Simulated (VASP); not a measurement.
# GeN (P-6m2) in VASP: single point with PBE

Aim: the single point of GeN with PBE.

Everything below comes from runs of VASP 6.6.1. Logs are shortened: lines on timing, memory, paths and dates and some standing lists are left out, and cuts for length are marked.

## 1. The cell of the first run

Symmetry: P-6m2, No. 187, hexagonal system. The conventional cell has a = 3.017 Å, b = 3.017 Å, c = 2.858 Å, α = 90.00°, β = 90.00°, γ = 120.00°. Within 3.1 Å of Ge (site symmetry -6m2) lie 6 N at 2.25 Å and 8 Ge at 2.86 to 3.02 Å. N (site symmetry -6m2) has 6 Ge at 2.25 Å and 8 N at 2.86 to 3.02 Å within 3.1 Å.

## 2. Single point, PBE

INCAR reads:

```
ALGO = Normal ; EDIFF = 1E-6
ENCUT = 520 ; GGA = PE
ISIF = 2 ; ISMEAR = 0
LASPH = T ; LCHARG = F
LREAL = F ; LWAVE = F
NBANDS = 16 ; NELM = 80
PREC = Accurate ; SIGMA = 0.1
```

KPOINTS reads:

```
k-points
0
Gamma
  24 24 20
```

POSCAR reads:

```
GeN
1.0
    3.0172564577      0.0000000000      0.0000000000
   -1.5086282289      2.6130207421      0.0000000000
    0.0000000000      0.0000000000      2.8578225640
Ge N
1 1
Direct
    0.0000000000      0.0000000000      0.0000000000
    0.6666666667      0.3333333333      0.5000000000
```

Potentials or basis: VASP PAW PBE potentials, release 64 (Ge_d, N).

Run with:

```console
cat potpaw_PBE.64/Ge_d/POTCAR potpaw_PBE.64/N/POTCAR > POTCAR
mpirun -np 1 vasp_std > vasp.out
```

OUTCAR:

```text
EDIFF = 1E-6
   ENCUT = 520
   GGA = PE
   ISIF = 2
   ISMEAR = 0
   LASPH = T
   LREAL = F
   NELM = 80
   PREC = Accurate

 ion  position               nearest neighbor table
   1  0.000  0.000  0.000-   2 2.25   2 2.25   2 2.25   2 2.25   2 2.25   2 2.25
   2  0.667  0.333  0.500-   1 2.25   1 2.25   1 2.25   1 2.25   1 2.25   1 2.25

  LATTYP: Found a hexagonal cell.
 ALAT       =     3.0172564577
 C/A-ratio  =     0.9471593164

  Lattice vectors:

 A1 = (   3.0172564577,   0.0000000000,   0.0000000000)
 A2 = (  -1.5086282289,   2.6130207421,   0.0000000000)
 A3 = (   0.0000000000,   0.0000000000,   2.8578225640)

Analysis of symmetry for initial positions (statically):
=====================================================================
 Subroutine PRICEL returns:
 Original cell was already a primitive cell.

 Routine SETGRP: Setting up the symmetry group for a
 hexagonal supercell.

 Subroutine GETGRP returns: Found 12 space group operations
 (whereof 12 operations were pure point group operations)
 out of a pool of 24 trial point group operations.

The static configuration has the point symmetry D_3h.

Analysis of symmetry for dynamics (positions and initial velocities):
=====================================================================
 Subroutine PRICEL returns:
 Original cell was already a primitive cell.

 Routine SETGRP: Setting up the symmetry group for a
 hexagonal supercell.

 Subroutine GETGRP returns: Found 12 space group operations
 (whereof 12 operations were pure point group operations)
 out of a pool of 24 trial point group operations.

The dynamic configuration has the point symmetry D_3h.

 Subroutine INISYM returns: Found 12 space group operations
 (whereof 12 operations are pure point group operations),
 and found     1 'primitive' translations

----------------------------------------------------------------------------------------

                                     Primitive cell

  volume of cell :      22.5315

  direct lattice vectors                    reciprocal lattice vectors
     3.017256458  0.000000000  0.000000000     0.331426915  0.191349419  0.000000000
    -1.508628229  2.613020742  0.000000000     0.000000000  0.382698837  0.000000000
     0.000000000  0.000000000  2.857822564     0.000000000  0.000000000  0.349916756

  length of vectors
     3.017256458  3.017256458  2.857822564     0.382698837  0.382698837  0.349916756

  position of ions in fractional coordinates (direct lattice)
     0.000000000  0.000000000  0.000000000
     0.666666667  0.333333333  0.500000000

  ion indices of the primitive-cell ions
   primitive index   ion index
                 1           1
                 2           2

----------------------------------------------------------------------------------------

 KPOINTS: k-points

Automatic generation of k-mesh.
 Grid dimensions read from file:
 generate k-points for:   24   24   20

 Generating k-lattice:

  Cartesian coordinates                     Fractional coordinates (reciprocal lattice)
     0.013809455  0.007972892  0.000000000     0.041666667  0.000000000  0.000000000
     0.000000000  0.015945785  0.000000000     0.000000000  0.041666667  0.000000000
     0.000000000  0.000000000  0.017495838     0.000000000  0.000000000  0.050000000

  Length of vectors
     0.015945785  0.015945785  0.017495838

  Shift w.r.t. Gamma in fractional coordinates (k-lattice)
     0.000000000  0.000000000  0.000000000

 Subroutine IBZKPT returns following result:
 ===========================================

 Found    671 irreducible k-points:

 Following reciprocal coordinates:
            Coordinates               Weight
  0.000000  0.000000  0.000000      1.000000
  0.041667 -0.000000  0.000000      6.000000
  0.083333  0.000000  0.000000      6.000000
  0.125000  0.000000  0.000000      6.000000
  0.166667  0.000000  0.000000      6.000000
  0.208333  0.000000  0.000000      6.000000
[... 16 lines left out ...]
  0.416667  0.041667  0.000000     12.000000
  0.458333  0.041667  0.000000     12.000000
 [... further k-points ...]
   k-points           NKPTS =    671   k-points in BZ     NKDIM =    671   number of bands    NBANDS=     16
   number of dos      NEDOS =    301   number of ions     NIONS =      2
   total plane-waves  NPLWV =  13824
   dimension x,y,z NGX =    24 NGY =   24 NGZ =   24
   dimension x,y,z NGXF=    48 NGYF=   48 NGZF=   48
   ions per type =               1   1
   NGX,Y,Z   is equivalent  to a cutoff of  13.22, 13.22, 13.96 a.u.
   NGXF,Y,Z  is equivalent  to a cutoff of  26.45, 26.45, 27.92 a.u.
 SYSTEM =  unknown system
   PREC   = accura    normal or accurate (medium, high low for compatibility)
   ISTART =      0    job   : 0-new  1-cont  2-samecut
   ICHARG =      2    charge: 1-file 2-atom 10-const
   ISPIN  =      1    spin polarized calculation?
   LNONCOLLINEAR =      F non collinear calculations
   LSORBIT =      F    spin-orbit coupling
   LASPH  =      T    aspherical Exc in radial PAW
   ENCUT  =  520.0 eV  38.22 Ry    6.18 a.u.   5.61  5.61  5.31*2*pi/ulx,y,z
   NELM   =     80;   NELMIN=  2; NELMDL= -5     # of ELM steps
   EDIFF  = 0.1E-05   stopping-criterion for ELM
   LREAL  =      F    real-space projection
   EDIFFG = 0.1E-04   stopping-criterion for IOM
   NSW    =      0    number of steps for IOM
   IBRION =     -1    ionic relax: 0-MD 1-quasi-New 2-CG
   NFREE  =      0    steps in history (QN), initial steepest desc. (CG)
   ISIF   =      2    stress and relaxation
   ISYM   =      2    0-nonsym 1-usesym 2-fastsym
   POTIM  = 0.5000    time-step for ionic-motion
   TEBEG  =    0.0;   TEEND  =   0.0 temperature during run
   PSTRESS=    0.0 pullay stress
   NELECT =      19.0000    total number of electrons
   NUPDOWN=      -1.0000    fix difference up-down
   EMIN   =  10.00;   EMAX   =-10.00  energy-range for DOS
   EFERMI =   0.00;   METHOD = LEGACY
   ISMEAR =     0;   SIGMA  =   0.10  broadening in eV -4-tet -1-fermi 0-gaus
   EFERMI_NEDOS =   21; number of points for ismear=-14 and -15
   IALGO  =     38    algorithm
   IMIX   =      4    mixing-type and parameters
     AMIX     =   0.40;   BMIX     =  1.00
     AMIX_MAG =   1.60;   BMIX_MAG =  1.00
  volume/ion in A,a.u.               =      11.27        76.03
  Fermi-wavevector in a.u.,A,eV,Ry     =   1.546664  2.922771 32.547433  2.392169
  Thomas-Fermi vector in A             =   2.651868
   LORBIT       =      0    0 simple, 1 ext, 2 COOP (PROOUT), +10 PAW based schemes
   GGA     = PE    functional components
   LHFCALC =     F    Hartree Fock is set to
   AEXX    =    0.0000 exact exchange contribution
   IVDW    =     0    specifies the selected vdW correction
   LEPSILON=     F    determine dielectric tensor
   LRPA    =     F    only Hartree local field effects (RPA)
 non-spin polarized calculation
 Gauss-broadening in eV      SIGMA  =   0.10
  energy-cutoff  :      520.00
  volume of cell :       22.53
 maximum number of plane-waves:       624
 NGX is ok and might be reduce to    24
   NGX = 11   NGY = 11   NGZ = 11

 number of electron      19.0000001 magnetization

 Free energy of the ion-electron system (eV)
  ---------------------------------------------------
  ext. energy  EPLUGINS =         0.00000000
  ---------------------------------------------------
  free energy    TOTEN  =       -11.10480768 eV

  energy without entropy =      -11.10263354  energy(sigma->0) =      -11.10372061

 E-fermi :   8.3664     XC(G=0): -12.3044

 val. band max:        8.3417216717   @ k =   0.2083   0.1250   0.3500
 cond. band min:       8.3678196182   @ k =   0.2500   0.2500   0.4500
 fundamental gap:      0.0260979465
 Fermi energy:         8.3663998757

 k-point     1 :       0.0000    0.0000    0.0000
  band No.  band energies     occupation
      1     -17.0544      2.00000
      2     -16.9911      2.00000
      3     -16.9911      2.00000
      4     -16.8995      2.00000
      5     -16.8995      2.00000
      6      -9.8327      2.00000
[... 8 lines left out ...]
     15      20.7450      0.00000
     16      25.4774      0.00000

 k-point     2 :       0.0417   -0.0000    0.0000
  band No.  band energies     occupation
      1     -17.0536      2.00000
      2     -16.9915      2.00000
      3     -16.9896      2.00000
      4     -16.9002      2.00000
      5     -16.8996      2.00000
      6      -9.8033      2.00000
[... 8 lines left out ...]
     15      20.9197      0.00000
     16      25.4763      0.00000

 k-point     3 :       0.0833    0.0000    0.0000
  band No.  band energies     occupation
      1     -17.0515      2.00000
      2     -16.9928      2.00000
      3     -16.9852      2.00000
      4     -16.9025      2.00000
      5     -16.9001      2.00000
      6      -9.7155      2.00000
[... 8 lines left out ...]
     15      21.3348      0.00000
     16      25.5360      0.00000

 k-point     4 :       0.1250    0.0000    0.0000
  band No.  band energies     occupation
      1     -17.0484      2.00000
      2     -16.9947      2.00000
      3     -16.9783      2.00000
      4     -16.9061      2.00000
      5     -16.9008      2.00000
      6      -9.5704      2.00000
[... 8 lines left out ...]
     15      21.7344      0.00000
     16      25.6354      0.00000
[... 324 lines left out ...]
 k-point    22 :       0.3750    0.0417    0.0000
  band No.  band energies     occupation
      1     -17.0413      2.00000
      2     -16.9908      2.00000
      3     -16.9396      2.00000
      4     -16.9133      2.00000
      5     -16.9082      2.00000
      6      -7.5917      2.00000
[... 8 lines left out ...]
     15      23.9444      0.00000
     16      26.1446      0.00000

 k-point    23 :       0.4167    0.0417    0.0000
  band No.  band energies     occupation
      1     -17.0429      2.00000
      2     -16.9884      2.00000
      3     -16.9424      2.00000
      4     -16.9088      2.00000
      5     -16.9077      2.00000
      6      -7.3108      2.00000
[... 8 lines left out ...]
     15      24.5474      0.00000
     16      25.8915      0.00000

 k-point    24 :       0.4583    0.0417    0.0000
  band No.  band energies     occupation
      1     -17.0438      2.00000
      2     -16.9872      2.00000
      3     -16.9439      2.00000
      4     -16.9091      2.00000
      5     -16.9048      2.00000
      6      -7.1476      2.00000
[... 8 lines left out ...]
     15      24.9269      0.00000
     16      25.7648      0.00000

 [... further k-points ...]

------------------------ aborting loop because EDIFF is reached ----------------------------------------

  FORCE on cell =-STRESS in cart. coord.  units (eV):
  Direction    XX          YY          ZZ          XY          YZ          ZX
  --------------------------------------------------------------------------------------
  -------------------------------------------------------------------------------------
  Total        0.0073712      0.0073712      0.0203051     -0.0000000     -0.0000000      0.0000000
  in kB        0.5241564      0.5241564      1.4438635     -0.0000000     -0.0000000      0.0000000
  external PRESSURE =       0.8307255 kB  Pullay stress =       0.0000000 kB

 VOLUME and BASIS-vectors are now :
 -----------------------------------------------------------------------------
  energy-cutoff  :      520.00
  volume of cell :       22.53
      direct lattice vectors                 reciprocal lattice vectors
     3.017256458  0.000000000  0.000000000     0.331426915  0.191349419  0.000000000
    -1.508628229  2.613020742  0.000000000     0.000000000  0.382698837  0.000000000
     0.000000000  0.000000000  2.857822564     0.000000000  0.000000000  0.349916756

 POSITION                                       TOTAL-FORCE (eV/Angst)
 -----------------------------------------------------------------------------------
      0.00000      0.00000      0.00000        -0.000000      0.000000      0.000000
      1.50863      0.87101      1.42891         0.000000     -0.000000      0.000000
 -----------------------------------------------------------------------------------
    total drift:                               -0.000000      0.000000      0.000000

  FREE ENERGIE OF THE ION-ELECTRON SYSTEM (eV)
  ---------------------------------------------------
  free  energy   TOTEN  =       -11.1048076829 eV

  energy  without entropy=      -11.1026335433  energy(sigma->0) =      -11.10372061
```

Run time: 56 s. Hardware: 1 thread of Intel Xeon 6975P-C (Granite Rapids), shared host; peak memory 0.33 GiB.

What came out:

| Property | Result |
| --- | --- |
| Free energy | -11.1048 eV |
| Pressure | 0.1 GPa |
| Band gap on the k mesh | zero (an odd number of electrons rules out a gap without spin polarisation) |

Stress tensor (GPa, compression positive):
```
0.05 0.00 0.00
0.00 0.05 0.00
0.00 0.00 0.14
```

The gap in the log of VASP goes by the Fermi energy; the results here count the filled bands.